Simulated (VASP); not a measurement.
# Na2Li (P3_221) in VASP: notebook, part 2 of 2

VASP 6.6.1.

### 3 Single point, PBE

This run uses another cell than the first one, of 22.42 Å³/atom, 0.694 times its volume.

File INCAR:

```
SYSTEM = Na2Li
ALGO = Fast
EDIFF = 1E-6
ENCUT = 520
GGA = PE
ISIF = 2
ISMEAR = 0
LASPH = .TRUE.
LCHARG = .FALSE.
LREAL = .FALSE.
LWAVE = .FALSE.
NBANDS = 36
NELM = 100
PREC = Accurate
SIGMA = 0.1
```

File KPOINTS:

```
k-points
0
G
  6 6 4
  0 0 0
```

File POSCAR:

```
Na2Li
1.0
    5.9607281358      0.0000000000      0.0000000000
   -2.9803640678      5.1621419906      0.0000000000
    0.0000000000      0.0000000000      6.5571464640
Na Li
6 3
Direct
    0.4169000000      0.2659000000      0.1196000000
    0.7341000000      0.1510000000      0.7862666667
    0.8490000000      0.5831000000      0.4529333333
    0.2659000000      0.4169000000      0.8804000000
    0.1510000000      0.7341000000      0.2137333333
    0.5831000000      0.8490000000      0.5470666667
    0.4687000000      0.0000000000      0.6666666667
    0.0000000000      0.4687000000      0.3333333333
    0.5313000000      0.5313000000      0.0000000000
```

Potentials or basis: VASP PAW PBE potentials, release 64 (Na_pv, Li_sv).

On the command line:

```bash
cat potpaw_PBE.64/Na_pv/POTCAR potpaw_PBE.64/Li_sv/POTCAR > POTCAR
mpirun -np 1 vasp_std > vasp.out
```

OUTCAR:

```text
SYSTEM = Na2Li
   EDIFF = 1E-6
   ENCUT = 520
   GGA = PE
   ISIF = 2
   ISMEAR = 0
   LASPH = .TRUE.
   LREAL = .FALSE.
   NELM = 100
   PREC = Accurate

 ion  position               nearest neighbor table
   1  0.417  0.266  0.120-   9 1.58   4 2.21
   2  0.734  0.151  0.786-   7 1.58   6 2.21
   3  0.849  0.583  0.453-   8 1.58   5 2.21
   4  0.266  0.417  0.880-   9 1.58   1 2.21
   5  0.151  0.734  0.214-   8 1.58   3 2.21
   6  0.583  0.849  0.547-   7 1.58   2 2.21
   7  0.469  0.000  0.667-   6 1.58   2 1.58
   8  0.000  0.469  0.333-   3 1.58   5 1.58
   9  0.531  0.531  0.000-   1 1.58   4 1.58

  LATTYP: Found a hexagonal cell.
 ALAT       =     5.9607281358
 C/A-ratio  =     1.1000579652

  Lattice vectors:

 A1 = (   5.9607281358,   0.0000000000,   0.0000000000)
 A2 = (  -2.9803640678,   5.1621419906,   0.0000000000)
 A3 = (   0.0000000000,   0.0000000000,   6.5571464640)

Analysis of symmetry for initial positions (statically):
=====================================================================
 Subroutine PRICEL returns:
 Original cell was already a primitive cell.

 Routine SETGRP: Setting up the symmetry group for a
 hexagonal supercell.

 Subroutine GETGRP returns: Found  6 space group operations
 (whereof  2 operations were pure point group operations)
 out of a pool of 24 trial point group operations.

The static configuration has the point symmetry C_2 .
 The point group associated with its full space group is D_3 .

Analysis of symmetry for dynamics (positions and initial velocities):
=====================================================================
 Subroutine PRICEL returns:
 Original cell was already a primitive cell.

 Routine SETGRP: Setting up the symmetry group for a
 hexagonal supercell.

 Subroutine GETGRP returns: Found  6 space group operations
[... 142 lines left out ...]
   GGA     = PE    functional components
   LHFCALC =     F    Hartree Fock is set to
   AEXX    =    0.0000 exact exchange contribution
   IVDW    =     0    specifies the selected vdW correction
   LEPSILON=     F    determine dielectric tensor
   LRPA    =     F    only Hartree local field effects (RPA)
 non-spin polarized calculation
 RMM-DIIS sequential band-by-band and
 Gauss-broadening in eV      SIGMA  =   0.10
  energy-cutoff  :      520.00
  volume of cell :      201.76
 maximum number of plane-waves:      5468
 NGX is ok and might be reduce to    48
   NGX = 23   NGY = 23   NGZ = 25

 number of electron      51.0000002 magnetization

 Free energy of the ion-electron system (eV)
  ---------------------------------------------------
  ext. energy  EPLUGINS =         0.00000000
  ---------------------------------------------------
  free energy    TOTEN  =         4.36708278 eV

  energy without entropy =        4.38656079  energy(sigma->0) =        4.37682179

 E-fermi :   1.4791     XC(G=0):  -7.4568

 val. band max:        1.4599875625   @ k =   0.0000   0.3333   0.2500
 cond. band min:       1.4928276987   @ k =   0.1667   0.1667   0.5000
 fundamental gap:      0.0328401363
 Fermi energy:         1.4790715935

 k-point     1 :       0.0000    0.0000    0.0000
  band No.  band energies     occupation
      1     -48.9641      2.00000
      2     -48.9636      2.00000
      3     -48.9636      2.00000
      4     -25.8041      2.00000
      5     -25.7667      2.00000
      6     -25.7667      2.00000
[... 925 lines left out ...]
     35       6.0341      0.00000
     36       6.7530      0.00000

------------------------ aborting loop because EDIFF is reached ----------------------------------------

  FORCE on cell =-STRESS in cart. coord.  units (eV):
  Direction    XX          YY          ZZ          XY          YZ          ZX
  --------------------------------------------------------------------------------------
  -------------------------------------------------------------------------------------
  Total       21.4558033     21.4558033     17.2036326      0.0000000      0.0000000     -0.0000000
  in kB      170.3770980    170.3770980    136.6112915      0.0000000      0.0000000     -0.0000000
  external PRESSURE =     159.1218292 kB  Pullay stress =       0.0000000 kB

 VOLUME and BASIS-vectors are now :
 -----------------------------------------------------------------------------
  energy-cutoff  :      520.00
  volume of cell :      201.76
      direct lattice vectors                 reciprocal lattice vectors
     5.960728136  0.000000000  0.000000000     0.167764739  0.096859017  0.000000000
    -2.980364068  5.162141991  0.000000000     0.000000000  0.193718034  0.000000000
     0.000000000  0.000000000  6.557146464     0.000000000  0.000000000  0.152505363

 POSITION                                       TOTAL-FORCE (eV/Angst)
 -----------------------------------------------------------------------------------
      1.69255      1.37261      0.78423         1.179639     -4.771437      3.982119
      3.92574      0.77948      5.15567         3.542366      3.407316      3.982119
      3.32281      3.01004      2.96995        -4.722005      1.364121      3.982119
      0.34244      2.15210      5.77291        -4.722005     -1.364121     -3.982119
     -1.28782      3.78953      1.40148         1.179639      4.771437     -3.982119
      0.94537      4.38266      3.58720         3.542366     -3.407316     -3.982119
      2.79379      0.00000      4.37143        -7.673587     -0.000000      0.000000
     -1.39690      2.41950      2.18572         3.836793     -6.645521      0.000000
      1.58347      2.74265      0.00000         3.836793      6.645521      0.000000
 -----------------------------------------------------------------------------------
    total drift:                                0.000003      0.000005     -0.000000

  FREE ENERGIE OF THE ION-ELECTRON SYSTEM (eV)
  ---------------------------------------------------
  free  energy   TOTEN  =         4.3670827768 eV

  energy  without entropy=        4.3865607942  energy(sigma->0) =        4.37682179
```

stdout:

```text
POSCAR found type information on POSCAR NaLi
 POSCAR found :  2 types and       9 ions
 scaLAPACK will be used
 LDA part: xc-table for (Slater+PW92), standard interpolation
 POSCAR, INCAR and KPOINTS ok, starting setup
 FFT: planning ... GRIDC
 FFT: planning ... GRID_SOFT
 FFT: planning ... GRID
 WAVECAR not read
 entering main loop
WARNING in EDDRMM: call to ZHEGV failed, returncode =   8  4      5
WARNING in EDDRMM: call to ZHEGV failed, returncode =   6  3      6
WARNING in EDDRMM: call to ZHEGV failed, returncode =   6  3     24
WARNING in EDDRMM: call to ZHEGV failed, returncode =   8  4      4
```

Wall time 9.8 min (1 thread of AMD EPYC 7R13 (Zen 3), shared host); peak memory 0.34 GiB.

Results:

```
Free energy   : 4.3671 eV
Largest force : 7.674 eV/Å
```

Forces in eV/Å, atoms in the order of the input:
```
Na   1.180 -4.771  3.982
Na   3.542  3.407  3.982
Na  -4.722  1.364  3.982
Na  -4.722 -1.364 -3.982
Na   1.180  4.771 -3.982
Na   3.542 -3.407 -3.982
Li  -7.674  0.000  0.000
Li   3.837 -6.646  0.000
Li   3.837  6.646  0.000
```

Levels at points of the mesh, in eV from the Fermi level:
```
           k point  band 21  band 22  band 23  band 24  band 25  band 26  band 27  band 28  band 29  band 30
(0.00, 0.00, 0.00)   -26.33    -3.82    -0.81    -0.81    -0.11     0.95     0.95     1.72     1.72     1.81
(0.50, 0.00, 0.00)   -26.33    -2.64    -2.42    -0.35    -0.23     0.02     0.13     0.78     1.45     2.95
(0.00, 0.00, 0.50)   -26.34    -3.03    -3.03     0.52     0.52     0.79     1.29     2.02     2.02     2.49
(0.50, 0.00, 0.50)   -26.34    -1.99    -1.82    -1.70    -1.55     0.08     0.31     1.23     1.51     3.45
```

Caveat: the cutoff is under 1.25 times the usual one of these potentials, so pressure, stress and relaxed cells hold a basis-set (Pulay) error; forces of over 1 eV/Å act on the atoms, so gaps and moduli don't describe the material at rest.
